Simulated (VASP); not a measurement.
# KF: single point with PBE

Crystal: KF.

```
K F
1.0
     3.77857    0.00000    0.00000
     1.88928    3.27234    0.00000
     1.88928    1.09078    3.08519
K F
1 1
Direct
  0.00000 0.00000 0.00000
  0.50000 0.50000 0.50000
```

```json
{"Program": "VASP 6.6.1", "Task": "single point", "Functional": "PBE", "Potentials or basis": "VASP PAW PBE potentials, release 64 (K_sv, F)", "Cutoff": "600 eV", "k mesh": "4 × 4 × 4", "Occupations": "gaussian, width 0.01 eV", "Spin": "no spin polarisation", "Dipole correction": "no", "Further INCAR settings": "ALGO = Normal; EDIFF = 1e-06; NBANDS = 15"}
```

```json
{"Pressure": "1.4 GPa", "Band gap on the k mesh": "6.17 eV"}
```

Levels at points of the mesh, in eV from the valence-band top:
```tsv
k point	band 5	band 6	band 7	band 8	band 9	band 10	band 11	band 12
(0.00, 0.00, 0.00)	-9.39	0.00	0.00	0.00	6.17	10.68	10.68	10.68
(0.50, 0.00, 0.00)	-9.42	-0.79	-0.35	-0.35	9.07	10.61	12.07	12.07
(0.50, 0.50, 0.00)	-9.60	-0.21	-0.06	-0.06	8.20	10.30	11.81	13.61
```

Wall time 7 s on 1 thread of AMD EPYC 7R43 64-Core Processor (Zen 3) (shared host), peak memory 0.12 GiB.

Caveat: the k points lie up to 0.51 Å⁻¹ apart. Expect the measured gap to be larger: semilocal functionals such as PBE lack the derivative discontinuity.
